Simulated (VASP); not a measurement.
# CaF2 (Fluorite) (Fm-3m) in VASP: notebook

The runs below take CaF2 (Fluorite) through single point, with PBEsol.

All numbers are computed with VASP 6.6.1; they aren't measurements. Logs are shortened: lines on timing, memory, paths and dates and some standing lists are left out, and cuts for length are marked.

## (1) The cell of the first run

The structure is cubic, space group Fm-3m (No. 225). Conventional cell: a = 5.312 Å, b = 5.312 Å, c = 5.312 Å, α = 90.00°, β = 90.00°, γ = 90.00°. Within 3.0 Å of Ca (site symmetry m-3m) lie 8 F at 2.30 Å. F (site symmetry -43m) has 4 Ca at 2.30 Å and 6 F at 2.66 Å within 3.0 Å.

## (2) Single point, PBEsol

INCAR

```
ALGO = Normal
EDIFF = 1E-6
ENCUT = 600
GGA = PS
GGA_COMPAT = False
ISIF = 2
ISMEAR = -1
LASPH = True
LCHARG = False
LREAL = False
LWAVE = False
NBANDS = 19
NELM = 120
PREC = Accurate
SIGMA = 0.02
```

KPOINTS

```
k-points
0
Gamma
  6 6 6
```

POSCAR

```
CaF2
1.0
    0.0000000000      2.6561400844      2.6561400844
    2.6561400844      0.0000000000      2.6561400844
    2.6561400844      2.6561400844      0.0000000000
Ca F
1 2
Direct
    0.0000000000      0.0000000000      0.0000000000
    0.2500000000      0.2500000000      0.2500000000
    0.7500000000      0.7500000000      0.7500000000
```

Potentials or basis: VASP PAW PBE potentials, release 64 (Ca_sv, F).

Started as:

```sh
> cat potpaw_PBE.64/Ca_sv/POTCAR potpaw_PBE.64/F/POTCAR > POTCAR
> mpirun -np 1 vasp_std > vasp.out
```

OUTCAR:

```text
EDIFF = 1E-6
   ENCUT = 600
   GGA = PS
   ISIF = 2
   ISMEAR = -1
   LASPH = True
   LREAL = False
   NELM = 120
   PREC = Accurate

 ion  position               nearest neighbor table
   1  0.000  0.000  0.000-   3 2.30   3 2.30   3 2.30   2 2.30   2 2.30   2 2.30   3 2.30   2 2.30

   2  0.250  0.250  0.250-   1 2.30   1 2.30   1 2.30   1 2.30
   3  0.750  0.750  0.750-   1 2.30   1 2.30   1 2.30   1 2.30

  LATTYP: Found a face centered cubic cell.
 ALAT       =     5.3122801688

  Lattice vectors:

 A1 = (   0.0000000000,   2.6561400844,   2.6561400844)
 A2 = (   2.6561400844,   0.0000000000,   2.6561400844)
 A3 = (   2.6561400844,   2.6561400844,   0.0000000000)

Analysis of symmetry for initial positions (statically):
=====================================================================
 Subroutine PRICEL returns:
 Original cell was already a primitive cell.

 Routine SETGRP: Setting up the symmetry group for a
 face centered cubic supercell.

 Subroutine GETGRP returns: Found 48 space group operations
 (whereof 48 operations were pure point group operations)
 out of a pool of 48 trial point group operations.

The static configuration has the point symmetry O_h .

Analysis of symmetry for dynamics (positions and initial velocities):
=====================================================================
 Subroutine PRICEL returns:
 Original cell was already a primitive cell.

 Routine SETGRP: Setting up the symmetry group for a
 face centered cubic supercell.

 Subroutine GETGRP returns: Found 48 space group operations
 (whereof 48 operations were pure point group operations)
 out of a pool of 48 trial point group operations.

The dynamic configuration has the point symmetry O_h .

 Subroutine INISYM returns: Found 48 space group operations
 (whereof 48 operations are pure point group operations),
 and found     1 'primitive' translations

----------------------------------------------------------------------------------------

                                     Primitive cell

  volume of cell :      37.4786

  direct lattice vectors                    reciprocal lattice vectors
     0.000000000  2.656140084  2.656140084    -0.188243084  0.188243084  0.188243084
     2.656140084  0.000000000  2.656140084     0.188243084 -0.188243084  0.188243084
     2.656140084  2.656140084  0.000000000     0.188243084  0.188243084 -0.188243084

  length of vectors
     3.756349331  3.756349331  3.756349331     0.326046585  0.326046585  0.326046585

  position of ions in fractional coordinates (direct lattice)
     0.000000000  0.000000000  0.000000000
     0.250000000  0.250000000  0.250000000
     0.750000000  0.750000000  0.750000000

  ion indices of the primitive-cell ions
   primitive index   ion index
                 1           1
                 2           2
                 3           3

----------------------------------------------------------------------------------------

 KPOINTS: k-points

Automatic generation of k-mesh.
 Grid dimensions read from file:
 generate k-points for:    6    6    6

 Generating k-lattice:

  Cartesian coordinates                     Fractional coordinates (reciprocal lattice)
    -0.031373847  0.031373847  0.031373847     0.166666667  0.000000000  0.000000000
     0.031373847 -0.031373847  0.031373847     0.000000000  0.166666667  0.000000000
     0.031373847  0.031373847 -0.031373847     0.000000000  0.000000000  0.166666667

  Length of vectors
     0.054341097  0.054341097  0.054341097

  Shift w.r.t. Gamma in fractional coordinates (k-lattice)
     0.000000000  0.000000000  0.000000000

 Subroutine IBZKPT returns following result:
 ===========================================

 Found     16 irreducible k-points:

 Following reciprocal coordinates:
            Coordinates               Weight
  0.000000  0.000000  0.000000      1.000000
  0.166667  0.000000  0.000000      8.000000
  0.333333  0.000000  0.000000      8.000000
  0.500000  0.000000  0.000000      4.000000
  0.166667  0.166667  0.000000      6.000000
  0.333333  0.166667  0.000000     24.000000
[... 8 lines left out ...]
 -0.333333  0.333333  0.166667     24.000000
 -0.333333  0.500000  0.166667     12.000000
   k-points           NKPTS =     16   k-points in BZ     NKDIM =     16   number of bands    NBANDS=     19
   number of dos      NEDOS =    301   number of ions     NIONS =      3
   total plane-waves  NPLWV =  27000
   dimension x,y,z NGX =    30 NGY =   30 NGZ =   30
   dimension x,y,z NGXF=    60 NGYF=   60 NGZF=   60
   ions per type =               1   2
   NGX,Y,Z   is equivalent  to a cutoff of  13.28, 13.28, 13.28 a.u.
   NGXF,Y,Z  is equivalent  to a cutoff of  26.55, 26.55, 26.55 a.u.
 SYSTEM =  unknown system
   PREC   = accura    normal or accurate (medium, high low for compatibility)
   ISTART =      0    job   : 0-new  1-cont  2-samecut
   ICHARG =      2    charge: 1-file 2-atom 10-const
   ISPIN  =      1    spin polarized calculation?
   LNONCOLLINEAR =      F non collinear calculations
   LSORBIT =      F    spin-orbit coupling
   LASPH  =      T    aspherical Exc in radial PAW
   ENCUT  =  600.0 eV  44.10 Ry    6.64 a.u.   7.50  7.50  7.50*2*pi/ulx,y,z
   NELM   =    120;   NELMIN=  2; NELMDL= -5     # of ELM steps
   EDIFF  = 0.1E-05   stopping-criterion for ELM
   LREAL  =      F    real-space projection
   EDIFFG = 0.1E-04   stopping-criterion for IOM
   NSW    =      0    number of steps for IOM
   IBRION =     -1    ionic relax: 0-MD 1-quasi-New 2-CG
   NFREE  =      0    steps in history (QN), initial steepest desc. (CG)
   ISIF   =      2    stress and relaxation
   ISYM   =      2    0-nonsym 1-usesym 2-fastsym
   POTIM  = 0.5000    time-step for ionic-motion
   TEBEG  =    0.0;   TEEND  =   0.0 temperature during run
   PSTRESS=    0.0 pullay stress
   NELECT =      24.0000    total number of electrons
   NUPDOWN=      -1.0000    fix difference up-down
   EMIN   =  10.00;   EMAX   =-10.00  energy-range for DOS
   EFERMI =   0.00;   METHOD = LEGACY
   ISMEAR =    -1;   SIGMA  =   0.02  broadening in eV -4-tet -1-fermi 0-gaus
   EFERMI_NEDOS =   21; number of points for ismear=-14 and -15
   IALGO  =     38    algorithm
   IMIX   =      4    mixing-type and parameters
     AMIX     =   0.40;   BMIX     =  1.00
     AMIX_MAG =   1.60;   BMIX_MAG =  1.00
  volume/ion in A,a.u.               =      12.49        84.31
  Fermi-wavevector in a.u.,A,eV,Ry     =   1.411078  2.666550 27.091109  1.991140
  Thomas-Fermi vector in A             =   2.532966
   LORBIT       =      0    0 simple, 1 ext, 2 COOP (PROOUT), +10 PAW based schemes
   GGA     = PS    functional components
   LHFCALC =     F    Hartree Fock is set to
   AEXX    =    0.0000 exact exchange contribution
   IVDW    =     0    specifies the selected vdW correction
   LEPSILON=     F    determine dielectric tensor
   LRPA    =     F    only Hartree local field effects (RPA)
 non-spin polarized calculation
  energy-cutoff  :      600.00
  volume of cell :       37.48
 maximum number of plane-waves:      1272
   NGX = 15   NGY = 15   NGZ = 15

 number of electron      24.0000004 magnetization

 Free energy of the ion-electron system (eV)
  ---------------------------------------------------
  ext. energy  EPLUGINS =         0.00000000
  ---------------------------------------------------
  free energy    TOTEN  =       -17.85192059 eV

  energy without entropy =      -17.85192059  energy(sigma->0) =      -17.85192059

 E-fermi :  -0.0985     XC(G=0): -10.3357

 val. band max:       -0.6197932586   @ k =   0.5000   0.5000   0.0000
 cond. band min:       6.9650071053   @ k =   0.0000   0.0000   0.0000
 fundamental gap:      7.5848003639
 Fermi energy:        -0.0985147196

 k-point     1 :       0.0000    0.0000    0.0000
  band No.  band energies     occupation
      1     -36.0446      2.00000
      2     -20.6556      2.00000
      3     -19.7315      2.00000
      4     -17.0661      2.00000
      5     -17.0661      2.00000
      6     -17.0661      2.00000
[... 11 lines left out ...]
     18      11.2757      0.00000
     19      16.8254      0.00000

 k-point     2 :       0.1667    0.0000    0.0000
  band No.  band energies     occupation
      1     -36.0308      2.00000
      2     -20.7356      2.00000
      3     -19.8230      2.00000
      4     -17.0819      2.00000
      5     -17.0819      2.00000
      6     -16.9258      2.00000
[... 11 lines left out ...]
     18      11.1881      0.00000
     19      15.7096      0.00000

 k-point     3 :       0.3333    0.0000    0.0000
  band No.  band energies     occupation
      1     -36.0029      2.00000
      2     -20.8247      2.00000
      3     -20.0838      2.00000
      4     -17.1131      2.00000
      5     -17.1131      2.00000
      6     -16.6250      2.00000
[... 11 lines left out ...]
     18      11.0160      0.00000
     19      14.2429      0.00000

 k-point     4 :       0.5000    0.0000    0.0000
  band No.  band energies     occupation
      1     -35.9888      2.00000
      2     -20.8259      2.00000
      3     -20.2567      2.00000
      4     -17.1285      2.00000
      5     -17.1285      2.00000
      6     -16.4688      2.00000
[... 11 lines left out ...]
     18      10.9322      0.00000
     19      13.9483      0.00000

 k-point     5 :       0.1667    0.1667    0.0000
  band No.  band energies     occupation
      1     -36.0262      2.00000
      2     -20.7735      2.00000
      3     -19.8311      2.00000
      4     -17.1056      2.00000
      5     -17.1056      2.00000
      6     -16.8528      2.00000
[... 11 lines left out ...]
     18      11.1300      0.00000
     19      16.4230      0.00000

 k-point     6 :       0.3333    0.1667    0.0000
  band No.  band energies     occupation
      1     -36.0029      2.00000
      2     -20.8581      2.00000
      3     -20.0333      2.00000
      4     -17.1408      2.00000
      5     -17.0746      2.00000
      6     -16.6540      2.00000
[... 11 lines left out ...]
     18      11.1595      0.00000
     19      15.2254      0.00000

 k-point     7 :       0.5000    0.1667    0.0000
  band No.  band energies     occupation
      1     -35.9842      2.00000
      2     -20.8053      2.00000
      3     -20.3422      2.00000
      4     -17.1523      2.00000
      5     -16.9907      2.00000
      6     -16.5342      2.00000
[... 11 lines left out ...]
     18      11.7432      0.00000
     19      14.2998      0.00000

 k-point     8 :      -0.3333    0.1667    0.0000
  band No.  band energies     occupation
      1     -35.9889      2.00000
      2     -20.7906      2.00000
      3     -20.3087      2.00000
      4     -17.1289      2.00000
      5     -16.9689      2.00000
      6     -16.6122      2.00000
[... 11 lines left out ...]
     18      11.6369      0.00000
     19      14.5048      0.00000

 k-point     9 :      -0.1667    0.1667    0.0000
  band No.  band energies     occupation
      1     -36.0122      2.00000
      2     -20.8038      2.00000
      3     -19.9910      2.00000
      4     -17.0937      2.00000
      5     -17.0445      2.00000
      6     -16.7919      2.00000
[... 11 lines left out ...]
     18      11.1826      0.00000
     19      15.3281      0.00000

 k-point    10 :       0.3333    0.3333    0.0000
  band No.  band energies     occupation
      1     -35.9890      2.00000
      2     -20.9794      2.00000
      3     -20.0223      2.00000
      4     -17.1839      2.00000
      5     -17.1839      2.00000
      6     -16.4424      2.00000
[... 11 lines left out ...]
     18      10.8954      0.00000
     19      16.6260      0.00000

 k-point    11 :       0.5000    0.3333    0.0000
  band No.  band energies     occupation
      1     -35.9750      2.00000
      2     -20.9572      2.00000
      3     -20.2403      2.00000
      4     -17.1993      2.00000
      5     -17.0763      2.00000
      6     -16.3831      2.00000
[... 11 lines left out ...]
     18      12.7124      0.00000
     19      15.4508      0.00000

 k-point    12 :      -0.3333    0.3333    0.0000
  band No.  band energies     occupation
      1     -35.9750      2.00000
      2     -20.6959      2.00000
      3     -20.5722      2.00000
      4     -17.1721      2.00000
      5     -16.8246      2.00000
      6     -16.5901      2.00000
[... 11 lines left out ...]
     18      13.2682      0.00000
     19      15.4400      0.00000

 k-point    13 :       0.5000    0.5000    0.0000
  band No.  band energies     occupation
      1     -35.9704      2.00000
      2     -21.0709      2.00000
      3     -20.1141      2.00000
      4     -17.2226      2.00000
      5     -17.2226      2.00000
      6     -16.2408      2.00000
[... 11 lines left out ...]
     18      13.3745      0.00000
     19      14.9142      0.00000

 k-point    14 :       0.5000    0.3333    0.1667
  band No.  band energies     occupation
      1     -35.9843      2.00000
      2     -20.8545      2.00000
      3     -20.2781      2.00000
      4     -17.1719      2.00000
      5     -16.9532      2.00000
      6     -16.5682      2.00000
[... 11 lines left out ...]
     18      11.9533      0.00000
     19      15.4108      0.00000

 k-point    15 :      -0.3333    0.3333    0.1667
  band No.  band energies     occupation
      1     -35.9750      2.00000
      2     -20.7016      2.00000
      3     -20.5658      2.00000
      4     -17.1936      2.00000
      5     -16.7716      2.00000
      6     -16.6223      2.00000
[... 11 lines left out ...]
     18      13.1593      0.00000
     19      14.8442      0.00000

 k-point    16 :      -0.3333    0.5000    0.1667
  band No.  band energies     occupation
      1     -35.9704      2.00000
      2     -20.8750      2.00000
      3     -20.4090      2.00000
      4     -17.2261      2.00000
      5     -16.9192      2.00000
      6     -16.4406      2.00000
[... 11 lines left out ...]
     18      14.4771      0.00000
     19      14.7417      0.00000

------------------------ aborting loop because EDIFF is reached ----------------------------------------

  FORCE on cell =-STRESS in cart. coord.  units (eV):
  Direction    XX          YY          ZZ          XY          YZ          ZX
  --------------------------------------------------------------------------------------
  -------------------------------------------------------------------------------------
  Total        1.5150182      1.5150182      1.5150182      0.0000000     -0.0000000     -0.0000000
  in kB       64.7657643     64.7657643     64.7657643      0.0000000     -0.0000000     -0.0000000
  external PRESSURE =      64.7657643 kB  Pullay stress =       0.0000000 kB

 VOLUME and BASIS-vectors are now :
 -----------------------------------------------------------------------------
  energy-cutoff  :      600.00
  volume of cell :       37.48
      direct lattice vectors                 reciprocal lattice vectors
     0.000000000  2.656140084  2.656140084    -0.188243084  0.188243084  0.188243084
     2.656140084  0.000000000  2.656140084     0.188243084 -0.188243084  0.188243084
     2.656140084  2.656140084  0.000000000     0.188243084  0.188243084 -0.188243084

 POSITION                                       TOTAL-FORCE (eV/Angst)
 -----------------------------------------------------------------------------------
      0.00000      0.00000      0.00000        -0.000000     -0.000000     -0.000000
      1.32807      1.32807      1.32807        -0.000000     -0.000000     -0.000000
      3.98421      3.98421      3.98421         0.000000      0.000000      0.000000
 -----------------------------------------------------------------------------------
    total drift:                                0.000000     -0.000000      0.000000

  FREE ENERGIE OF THE ION-ELECTRON SYSTEM (eV)
  ---------------------------------------------------
  free  energy   TOTEN  =       -17.8519205948 eV

  energy  without entropy=      -17.8519205948  energy(sigma->0) =      -17.85192059
```

Wall time 17 s (1 thread of AMD EPYC 9R45 (Zen 5), shared host); peak memory 0.14 GiB.

Results:

| Item | Value |
| --- | --- |
| Free energy | -17.8519 eV |
| Pressure | 6.5 GPa |
| Band gap on the k mesh | 7.58 eV, indirect (least direct gap 7.86 eV) |

Caveat: the PAW data sets were made with another functional, which shifts forces and pressure a little. A k mesh can miss the band edges.

(Continued in part 2 of 2.)
